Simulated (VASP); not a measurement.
Write the native input for VASP 6.6.1 that does the following.

- Task: single point
- Functional: PBE
- Potentials or basis: VASP PAW PBE potentials, release 64 (Se, Te, Ca_sv)
- Cutoff: 520 eV
- k mesh: 4 × 4 × 4
- Occupations: gaussian, width 0.01 eV
- Spin: no spin polarisation
- Dipole correction: no
- Further INCAR settings: ALGO = Normal; EDIFF = 1e-07; NBANDS = 24

The structure of Ca2TeSe lies in POSCAR:

```
Ca2TeSe
1.0
    2.1746038046      1.2555080920      7.1289947540
   -2.1746038046      1.2555080920      7.1289947540
    0.0000000000     -2.5110161839      7.1289947540
Se Te Ca
1 1 2
Direct
    1.0000000000      0.0000000000      0.0000000000
    0.5000000000      0.5000000000      0.5000000000
    0.2553825653      0.2553825653      0.2553825653
    0.7446174347      0.7446174347      0.7446174347
```

One way to write it, as run:

INCAR

```
PREC = Accurate ; ENCUT = 520
EDIFF = 1E-7 ; ISMEAR = 0
SIGMA = 0.01 ; LREAL = False
LASPH = True ; NELM = 60
ALGO = Normal ; ISIF = 2
LWAVE = False ; LCHARG = True
GGA = PE ; LELF = True
LVHAR = True ; NBANDS = 24
```

KPOINTS

```
regular mesh
0
Gamma
  4 4 4
```

Potentials or basis: VASP PAW PBE potentials, release 64 (Se, Te, Ca_sv).

Launch:

```sh
$ cat potpaw_PBE.64/Se/POTCAR potpaw_PBE.64/Te/POTCAR potpaw_PBE.64/Ca_sv/POTCAR > POTCAR
$ mpirun -np 1 vasp_std > vasp.out
```

Results of the run:

The pressure is 0.6 GPa. The band gap on the k mesh is 1.53 eV (least direct gap 2.43 eV).

Caveat: the k points lie up to 0.42 Å⁻¹ apart; spin-orbit coupling is left out, which moves the levels of the heavy elements.

Wall time 110 s on 1 thread of Intel(R) Xeon(R) Platinum 8259CL CPU @ 2.50GHz (Skylake/Cascade Lake) (shared host), peak memory 0.4 GiB.
